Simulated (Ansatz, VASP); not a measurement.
**Two plane-wave programs on Ge**

```
Ge
1.0
     0.00000    2.80992    2.80992
     2.80992    0.00000    2.80992
     2.80992    2.80992    0.00000
Ge
2
Direct
  0.75000 0.75000 0.75000
  0.50000 0.50000 0.50000
```

Alike in both runs: task single point; functional LDA; k mesh 8 × 8 × 8; occupations fermi-dirac, width 0.05 eV; no spin polarisation.

|  | VASP | Ansatz |
| --- | --- | --- |
| version | VASP 6.6.1 | Ansatz 0.2.0 |
| potentials or method | VASP PAW LDA potentials, release 64 (Ge_d) | Ansatz PAW |
| plane-wave cutoff (eV) | 520 | 420 |
| valence electrons in the cell | 28 | 28 |

Ansatz gave:

```
pressure (GPa) : 0.1
```

Task: Which values does VASP return?

Result: Pressure (GPa): 0.3.

LDA's correlation is that of Perdew and Zunger in VASP and of Perdew and Wang (1992) in Ansatz.
